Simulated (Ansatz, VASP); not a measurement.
# CdF2 in VASP and in Ansatz

Contents of POSCAR:

```
CdF2
1.0
    0.0000000000      2.7876656466      2.7876656466
    2.7876656466      0.0000000000      2.7876656466
    2.7876656466      2.7876656466      0.0000000000
Cd F
1 2
Direct
    0.0000000000      0.0000000000      0.0000000000
    0.2500000000      0.2500000000      0.2500000000
    0.7500000000      0.7500000000      0.7500000000
```

The input INCAR.step1:

```
PREC     = Accurate       # precision mode
ENCUT    = 520            # plane-wave cutoff, eV
ISMEAR   = 0              # smearing method
SIGMA    = 0.01           # smearing width, eV
LREAL    = F              # projectors in reciprocal space
LASPH    = T              # aspherical terms in the spheres
NELM     = 60             # most SCF steps
NBANDS   = 20             # bands
GGA      = PE             # functional
ALGO     = Normal         # electronic algorithm
EDIFF    = 1E-4           # SCF threshold, eV
LWAVE    = T              # write WAVECAR
LCHARG   = F              # write CHGCAR
```

File INCAR.step2:

```
PREC     = Accurate       # precision mode
ENCUT    = 520            # plane-wave cutoff, eV
EDIFF    = 1E-7           # SCF threshold, eV
ISMEAR   = 0              # smearing method
SIGMA    = 0.01           # smearing width, eV
LREAL    = F              # projectors in reciprocal space
LASPH    = T              # aspherical terms in the spheres
NELM     = 60             # most SCF steps
ALGO     = Normal         # electronic algorithm
ISIF     = 2              # what is computed and relaxed
LWAVE    = F              # write WAVECAR
LCHARG   = F              # write CHGCAR
METAGGA  = R2SCAN         # meta-GGA
LMIXTAU  = T            
NBANDS   = 20             # bands
ISTART   = 1
```

File KPOINTS:

```
regular mesh
0
Gamma
  8 8 8
```

Input for Ansatz:

```yaml
crystal:
  lattice:
    - [0.0, 2.7876656466, 2.7876656466]
    - [2.7876656466, 0.0, 2.7876656466]
    - [2.7876656466, 2.7876656466, 0.0]
  atoms:
    - { symbol: Cd, position: [0.0, 0.0, 0.0] }
    - { symbol: F, position: [0.25, 0.25, 0.25] }
    - { symbol: F, position: [0.75, 0.75, 0.75] }
kpoints:
  mp_grid: { grid: [8, 8, 8] }
  band_path:
    path:
      - [0.0, 0.0, 0.0]
      - [0.5, 0.0, 0.5]
      - [0.625, 0.25, 0.625]
      - [0.375, 0.375, 0.75]
      - [0.5, 0.5, 0.5]
      - [0.5, 0.25, 0.75]
    npoints: 1
hamiltonian:
  xc: r2scan
scf:
  occupations: { method: fixed }
  n_extra_bands: 4
output:
  forces: true
  stress: true
  eigenvalues: true
```

Change from the starting cell: hydrostatic strain +3.5%.

Alike in both runs: task single point; functional r2SCAN; k mesh 8 × 8 × 8; no spin polarisation.

|  | VASP | Ansatz |
| --- | --- | --- |
| version | VASP 6.6.1 | Ansatz 0.2.0 |
| potentials or method | VASP PAW PBE potentials, release 64 (Cd, F) | plane waves, PAW |
| plane-wave cutoff (eV) | 520 | 500 |
| occupations | gaussian, width 0.01 eV | fixed |
| valence electrons in the cell | 26 | 34 |

Ansatz gave:

```
gap on the k mesh at the Fermi level (eV) : 3.42
pressure (GPa)                            : -9.0
```

**Question.** What did VASP give for the same quantities?

**Answer.** gap on the k mesh at the Fermi level (eV): 3.38; pressure (GPa): -8.5.

VASP's potentials were made for PBE, not for r2SCAN. VASP's potentials hold 26 valence electrons a cell and Ansatz's 34, so a difference there can come from the potentials and not from the codes.
